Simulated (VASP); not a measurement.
# Ta (a cell with a defect) in VASP: single point with PBE

Aim: the single point of Ta (a cell with a defect) with PBE.

Program: VASP 6.6.1. These are calculated values, not measurements. Logs are shortened: lines on timing, memory, paths and dates and some standing lists are left out, and cuts for length are marked.

## Step 1: The cell of the first run

The cell holds a defect, 17 atoms: a = 6.638 Å, b = 6.638 Å, c = 6.638 Å, α = 90.00°, β = 90.00°, γ = 90.00°.

## Step 2: Single point, PBE

File INCAR:

```
SYSTEM = Ta
ALGO = Fast
EDIFF = 1E-7
ENCUT = 520
GGA = PE
ISIF = 2
ISMEAR = 0
LASPH = .True.
LCHARG = .True.
LELF = .True.
LREAL = Auto
LVHAR = .True.
LWAVE = .False.
NBANDS = 108
NELM = 60
PREC = Accurate
SIGMA = 0.1
```

File KPOINTS:

```
Automatic mesh
0
Gamma
  4 4 4
  0.5 0.5 0.5
```

File POSCAR:

```
Ta
1.0
    6.6381247818      0.0000000000      0.0000000000
    0.0000000000      6.6381247818      0.0000000000
    0.0000000000      0.0000000000      6.6381247818
Ta
17
Direct
   -0.0037014972     -0.0040422560      0.0034384711
    0.5918879396     -0.0945836393      0.0707428702
    0.0085117412      0.4900527042      0.0014724038
    0.0003119857     -0.0051695322      0.5041345425
    0.2508411720      0.2486212679      0.2688964216
    0.5032050631      0.5015350132      0.0032459468
    0.5028826829     -0.0034604652      0.5057969096
    0.7480383637      0.2475212585      0.2509418028
   -0.0112659829      0.5090719309      0.4904151559
    0.2505575075      0.7514018136      0.2511004319
    0.1994930863      0.3048616991      0.6803724167
    0.5067959869      0.5009762711      0.5010704242
    0.7863985947      0.7160246540      0.2857053855
    0.7532261240      0.2447715362      0.7536135828
    0.2549471508      0.7449270935      0.7537218965
    0.7584009288      0.7411227058      0.7439848093
    0.3745345383      0.1217498957     -0.0865101243
```

Potentials or basis: VASP PAW PBE potentials, release 64 (Ta_pv).

Run with:

```
> cat potpaw_PBE.64/Ta_pv/POTCAR > POTCAR
> mpirun -np 1 vasp_std > vasp.out
```

OUTCAR:

```text
SYSTEM = Ta
   EDIFF = 1E-7
   ENCUT = 520
   GGA = PE
   ISIF = 2
   ISMEAR = 0
   LASPH = .True.
   LREAL = Auto
   NELM = 60
   PREC = Accurate

 ion  position               nearest neighbor table
   1  0.996  0.996  0.003-  17 2.71   2 2.79  14 2.84  10 2.86   8 2.86  16 2.88  15 2.91   5 2.96
                            13 2.98  11 3.26   3 3.28   4 3.31   4 3.32   3 3.36
   2  0.592  0.905  0.071-  17 2.29  13 2.30  16 2.67  10 2.76   8 2.77   6 2.78   1 2.79   7 3.01
                            15 3.25  14 3.26   5 3.47
   3  0.009  0.490  0.001-  11 2.77  13 2.83  14 2.87  15 2.87   5 2.88   8 2.89  10 2.89  16 2.91
                             9 3.25   1 3.28   6 3.28   6 3.36   1 3.36   9 3.40  17 3.50
   4  0.000  0.995  0.504-  11 2.71  13 2.75  16 2.82   5 2.84  14 2.86  10 2.86  15 2.89   8 2.91
                             9 3.23   7 3.30   1 3.31   1 3.32   7 3.34   9 3.42
   5  0.251  0.249  0.269-  17 2.64  11 2.78   4 2.84  12 2.84   7 2.84   9 2.86   3 2.88   6 2.96
                             1 2.96   8 3.30  10 3.30  10 3.34   8 3.34   2 3.47
   6  0.503  0.502  0.003-  17 2.73   2 2.78  15 2.84   8 2.86  10 2.88  16 2.89  14 2.90   5 2.96
                            13 3.01  11 3.22   3 3.28  12 3.30  12 3.33   3 3.36
   7  0.503  0.997  0.506-   5 2.84  14 2.86  15 2.86  16 2.87   8 2.88  10 2.88  17 2.96   2 3.01
                            13 3.02  11 3.10  12 3.29   4 3.30   4 3.34  12 3.35
   8  0.748  0.248  0.251-   2 2.77   9 2.85  12 2.86   6 2.86   1 2.86   7 2.88   3 2.89   4 2.91
                            13 3.13  14 3.30   5 3.30  14 3.34   5 3.34  17 3.44  13 3.54
   9  0.989  0.509  0.490-  11 2.32  13 2.35  16 2.75   8 2.85  10 2.85   5 2.86  14 2.93  15 2.94
                            12 3.20   4 3.23   3 3.25   3 3.40   4 3.42  12 3.44
  10  0.251  0.751  0.251-   2 2.76   9 2.85   1 2.86   4 2.86   6 2.88   7 2.88   3 2.89  12 2.90
                            13 3.10  15 3.30   5 3.30  15 3.34   5 3.34  17 3.43  13 3.57
  11  0.199  0.305  0.680-  17 2.29   9 2.32  12 2.70   4 2.71   3 2.77   5 2.78  15 2.98  14 3.03
                             7 3.10   6 3.22   1 3.26
  12  0.507  0.501  0.501-  11 2.70  13 2.74  16 2.82   5 2.84   8 2.86  15 2.87  14 2.89  10 2.90
                             9 3.20   7 3.29   6 3.30   6 3.33   7 3.35   9 3.44
  13  0.786  0.716  0.286-   2 2.30   9 2.35  12 2.74   4 2.75   3 2.83   1 2.98   6 3.01   7 3.02
                            16 3.05  10 3.10   8 3.13   8 3.54  10 3.57  16 3.60
  14  0.753  0.245  0.754-   1 2.84  17 2.85   7 2.86   4 2.86   3 2.87  12 2.89   6 2.90   9 2.93
                            11 3.03   2 3.26  16 3.30   8 3.30   8 3.34  16 3.34
  15  0.255  0.745  0.754-  17 2.83   6 2.84   7 2.86  12 2.87   3 2.87   4 2.89   1 2.91   9 2.94
                            11 2.98   2 3.25  16 3.30  10 3.30  10 3.34  16 3.34
  16  0.758  0.741  0.744-   2 2.67   9 2.75  12 2.82   4 2.82   7 2.87   1 2.88   6 2.89   3 2.91
                            13 3.05  14 3.30  15 3.30  15 3.34  14 3.34  13 3.60
  17  0.375  0.122  0.913-  11 2.29   2 2.29   5 2.64   1 2.71   6 2.73  15 2.83  14 2.85   7 2.96
                            10 3.43   8 3.44   3 3.50

  LATTYP: Found a simple cubic cell.
 ALAT       =     6.6381247818

  Lattice vectors:

 A1 = (   6.6381247818,   0.0000000000,   0.0000000000)
 A2 = (   0.0000000000,   6.6381247818,   0.0000000000)
 A3 = (   0.0000000000,   0.0000000000,   6.6381247818)

Analysis of symmetry for initial positions (statically):
=====================================================================
 Subroutine PRICEL returns:
 Original cell was already a primitive cell.

 Routine SETGRP: Setting up the symmetry group for a
 simple cubic supercell.

 Subroutine GETGRP returns: Found  1 space group operations
 (whereof  1 operations were pure point group operations)
 out of a pool of 48 trial point group operations.

The static configuration has the point symmetry C_1 .

Analysis of symmetry for dynamics (positions and initial velocities):
=====================================================================
 Subroutine PRICEL returns:
 Original cell was already a primitive cell.

 Routine SETGRP: Setting up the symmetry group for a
 simple cubic supercell.

 Subroutine GETGRP returns: Found  1 space group operations
 (whereof  1 operations were pure point group operations)
 out of a pool of 48 trial point group operations.

The dynamic configuration has the point symmetry C_1 .

 Subroutine INISYM returns: Found  1 space group operations
 (whereof  1 operations are pure point group operations),
 and found     1 'primitive' translations

----------------------------------------------------------------------------------------

                                     Primitive cell

  volume of cell :     292.5070

  direct lattice vectors                    reciprocal lattice vectors
     6.638124782  0.000000000  0.000000000     0.150644954  0.000000000  0.000000000
     0.000000000  6.638124782  0.000000000     0.000000000  0.150644954  0.000000000
     0.000000000  0.000000000  6.638124782     0.000000000  0.000000000  0.150644954

[... 65 lines left out ...]

 Found     32 irreducible k-points:

 Following reciprocal coordinates:
            Coordinates               Weight
  0.125000  0.125000  0.125000      2.000000
 -0.125000  0.125000  0.125000      2.000000
 -0.125000 -0.125000  0.125000      2.000000
  0.125000 -0.125000  0.125000      2.000000
  0.375000  0.125000  0.125000      2.000000
  0.125000  0.375000  0.125000      2.000000
[... 16 lines left out ...]
 -0.375000 -0.375000  0.125000      2.000000
 -0.125000 -0.375000  0.375000      2.000000
 [... further k-points ...]
   k-points           NKPTS =     32   k-points in BZ     NKDIM =     32   number of bands    NBANDS=    108
   number of dos      NEDOS =    301   number of ions     NIONS =     17
   total plane-waves  NPLWV = 125000
   dimension x,y,z NGX =    50 NGY =   50 NGZ =   50
   dimension x,y,z NGXF=   100 NGYF=  100 NGZF=  100
   ions per type =              17
   NGX,Y,Z   is equivalent  to a cutoff of  12.52, 12.52, 12.52 a.u.
   NGXF,Y,Z  is equivalent  to a cutoff of  25.04, 25.04, 25.04 a.u.
 SYSTEM =  Ta
   PREC   = accura    normal or accurate (medium, high low for compatibility)
   ISTART =      0    job   : 0-new  1-cont  2-samecut
   ICHARG =      2    charge: 1-file 2-atom 10-const
   ISPIN  =      1    spin polarized calculation?
   LNONCOLLINEAR =      F non collinear calculations
   LSORBIT =      F    spin-orbit coupling
   LASPH  =      T    aspherical Exc in radial PAW
   ENCUT  =  520.0 eV  38.22 Ry    6.18 a.u.  12.34 12.34 12.34*2*pi/ulx,y,z
   NELM   =     60;   NELMIN=  2; NELMDL= -5     # of ELM steps
   EDIFF  = 0.1E-06   stopping-criterion for ELM
   LREAL  =      T    real-space projection
   EDIFFG = 0.1E-05   stopping-criterion for IOM
   NSW    =      0    number of steps for IOM
   IBRION =     -1    ionic relax: 0-MD 1-quasi-New 2-CG
   NFREE  =      0    steps in history (QN), initial steepest desc. (CG)
   ISIF   =      2    stress and relaxation
   ISYM   =      2    0-nonsym 1-usesym 2-fastsym
   POTIM  = 0.5000    time-step for ionic-motion
   TEBEG  =    0.0;   TEEND  =   0.0 temperature during run
   PSTRESS=    0.0 pullay stress
   NELECT =     187.0000    total number of electrons
   NUPDOWN=      -1.0000    fix difference up-down
   EMIN   =  10.00;   EMAX   =-10.00  energy-range for DOS
   EFERMI =   0.00;   METHOD = LEGACY
   ISMEAR =     0;   SIGMA  =   0.10  broadening in eV -4-tet -1-fermi 0-gaus
   EFERMI_NEDOS =   21; number of points for ismear=-14 and -15
   IALGO  =     68    algorithm
   IMIX   =      4    mixing-type and parameters
     AMIX     =   0.40;   BMIX     =  1.00
     AMIX_MAG =   1.60;   BMIX_MAG =  1.00
  volume/ion in A,a.u.               =      17.21       116.11
  Fermi-wavevector in a.u.,A,eV,Ry     =   1.410295  2.665071 27.061061  1.988932
  Thomas-Fermi vector in A             =   2.532263
   LORBIT       =      0    0 simple, 1 ext, 2 COOP (PROOUT), +10 PAW based schemes
   GGA     = PE    functional components
   LHFCALC =     F    Hartree Fock is set to
   AEXX    =    0.0000 exact exchange contribution
   IVDW    =     0    specifies the selected vdW correction
   LEPSILON=     F    determine dielectric tensor
   LRPA    =     F    only Hartree local field effects (RPA)
 non-spin polarized calculation
 RMM-DIIS sequential band-by-band and
 Gauss-broadening in eV      SIGMA  =   0.10
  energy-cutoff  :      520.00
  volume of cell :      292.51
 maximum number of plane-waves:      7914
 NGX is ok and might be reduce to    50
   NGX = 25   NGY = 25   NGZ = 25

 number of electron     187.0000005 magnetization

 Free energy of the ion-electron system (eV)
  ---------------------------------------------------
  ext. energy  EPLUGINS =         0.00000000
  ---------------------------------------------------
  free energy    TOTEN  =      -193.20405650 eV

  energy without entropy =     -193.13335838  energy(sigma->0) =     -193.16870744

 E-fermi :   6.0070     XC(G=0): -12.8199

 val. band max:        6.0010753605   @ k =  -0.1250  -0.1250   0.1250
 cond. band min:       6.0083355818   @ k =  -0.1250  -0.3750   0.1250
 fundamental gap:      0.0072602213
 Fermi energy:         6.0069994406

 k-point     1 :       0.1250    0.1250    0.1250
  band No.  band energies     occupation
      1     -29.8259      2.00000
      2     -29.4529      2.00000
      3     -28.5529      2.00000
      4     -28.5165      2.00000
      5     -28.3210      2.00000
      6     -28.3063      2.00000
[... 2581 lines left out ...]
    104       7.9631      0.00000
    105       8.2032      0.00000

 [... further k-points ...]

 [bands above 105 left out]

------------------------ aborting loop because EDIFF is reached ----------------------------------------

  FORCE on cell =-STRESS in cart. coord.  units (eV):
  Direction    XX          YY          ZZ          XY          YZ          ZX
  --------------------------------------------------------------------------------------
  -------------------------------------------------------------------------------------
  Total       39.2845574     39.2931699     40.5049906    -13.3040156    -12.4405489     12.1951874
  in kB      215.1771796    215.2243538    221.8619789    -72.8713963    -68.1418450     66.7979022
  external PRESSURE =     217.4211708 kB  Pullay stress =       0.0000000 kB

 VOLUME and BASIS-vectors are now :
 -----------------------------------------------------------------------------
  energy-cutoff  :      520.00
  volume of cell :      292.51
      direct lattice vectors                 reciprocal lattice vectors
     6.638124782  0.000000000  0.000000000     0.150644954  0.000000000  0.000000000
     0.000000000  6.638124782  0.000000000     0.000000000  0.150644954  0.000000000
     0.000000000  0.000000000  6.638124782     0.000000000  0.000000000  0.150644954

 POSITION                                       TOTAL-FORCE (eV/Angst)
 -----------------------------------------------------------------------------------
      6.61355      6.61129      0.02283        -0.004546      0.003143     -0.000151
      3.92903      6.01027      0.46960        -0.001559      0.024514      0.064903
      0.05650      3.25303      0.00977        -0.009103      0.008940      0.008432
      0.00207      6.60381      3.34651         0.010770      0.013305      0.001450
      1.66512      1.65038      1.78497         0.009718     -0.006004     -0.022304
      3.34034      3.32925      0.02155        -0.003146     -0.000228     -0.010615
[... 9 lines left out ...]
      5.03436      4.91966      4.93866        -0.029508      0.027900      0.017206
      2.48621      0.80819      6.06386         0.043979     -0.053572     -0.094153
 -----------------------------------------------------------------------------------
    total drift:                                0.002207      0.005358     -0.006387

  FREE ENERGIE OF THE ION-ELECTRON SYSTEM (eV)
  ---------------------------------------------------
  free  energy   TOTEN  =      -193.2040564986 eV

  energy  without entropy=     -193.1333583760  energy(sigma->0) =     -193.16870744
```

Run time: 72 min. Hardware: 1 thread of Oxide Virtual Turin-like, shared host; peak memory 0.71 GiB.

Results:

| Item | Value |
| --- | --- |
| Free energy | -193.2041 eV |
| Pressure | 21.7 GPa |
| Largest force | 0.117 eV/Å |
| Band gap on the k mesh | zero (an odd number of electrons rules out a gap without spin polarisation) |

Forces in eV/Å, atoms in the order of the input:
```
Ta  -0.005  0.003  0.000
Ta  -0.002  0.025  0.065
Ta  -0.009  0.009  0.008
Ta   0.011  0.013  0.001
Ta   0.010 -0.006 -0.022
Ta  -0.003  0.000 -0.011
Ta   0.008 -0.007 -0.003
Ta   0.018  0.006  0.008
Ta  -0.021  0.012 -0.010
Ta  -0.016 -0.010  0.007
Ta  -0.031  0.022 -0.019
Ta  -0.011 -0.004  0.004
Ta   0.014 -0.020  0.061
Ta   0.024  0.020 -0.008
Ta  -0.002 -0.038 -0.005
Ta  -0.030  0.028  0.017
Ta   0.044 -0.054 -0.094
```

Caveat: spin-orbit coupling is left out, which moves the levels of the heavy elements.
